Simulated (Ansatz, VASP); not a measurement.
BaS: VASP beside Ansatz

File INCAR:

```
PREC = Accurate
ENCUT = 520
EDIFF = 1E-6
ISMEAR = -1
SIGMA = 0.02
LREAL = False
LASPH = True
NELM = 60
ALGO = Normal
ISIF = 2
LWAVE = False
LCHARG = False
GGA = PS
NBANDS = 15
```

KPOINTS

```
Automatic mesh
0
Gamma
  8 8 8
```

File POSCAR:

```
BaS
1.0
    0.0000000000      3.2563884516      3.2563884516
    3.2563884516      0.0000000000      3.2563884516
    3.2563884516      3.2563884516      0.0000000000
Ba S
1 1
Direct
    0.0000000000      0.0000000000      0.0000000000
    0.5000000000      0.5000000000      0.5000000000
```

Input for Ansatz:

```yaml
crystal:
  lattice:
    - [0.0, 3.2563884516, 3.2563884516]
    - [3.2563884516, 0.0, 3.2563884516]
    - [3.2563884516, 3.2563884516, 0.0]
  atoms:
    - { symbol: Ba, position: [0.0, 0.0, 0.0] }
    - { symbol: S, position: [0.5, 0.5, 0.5] }
kpoints:
  mp_grid: { grid: [8, 8, 8] }
  band_path:
    path:
      - [0.0, 0.0, 0.0]
      - [0.5, 0.0, 0.5]
      - [0.625, 0.25, 0.625]
      - [0.375, 0.375, 0.75]
      - [0.0, 0.0, 0.0]
      - [0.5, 0.5, 0.5]
      - [0.5, 0.25, 0.75]
      - [0.5, 0.0, 0.5]
    npoints: 5
scf:
  occupations: { method: fermi_dirac, width: 0.02 }
hamiltonian:
  xc: pbesol
  pseudopotentials: { kind: all_electron, lapw: { basis_error: 0.00025 } }
output:
  forces: true
  stress: true
  eigenvalues: true
```

Change from the starting cell: volume scaled by 1.06.

Alike in both runs: task single point; functional PBEsol; k mesh 8 × 8 × 8; occupations fermi-dirac, width 0.02 eV; no spin polarisation.

|  | VASP | Ansatz |
| --- | --- | --- |
| version | VASP 6.6.1 | Ansatz 0.2.0 |
| potentials or method | VASP PAW PBE potentials, release 64 (Ba_sv, S), cutoff 520 eV | all-electron LAPW, scalar-relativistic |

```tsv
	VASP	Ansatz	Ansatz less VASP
gap on the k mesh at the Fermi level (eV)	2.08	2.16	+0.087
pressure (GPa)	-2.8	-3.2	-0.50
```

VASP's potentials were made for PBE, not for PBEsol. Ansatz ran all-electron here, and VASP with PAW potentials.

Neither program's run includes spin-orbit coupling.
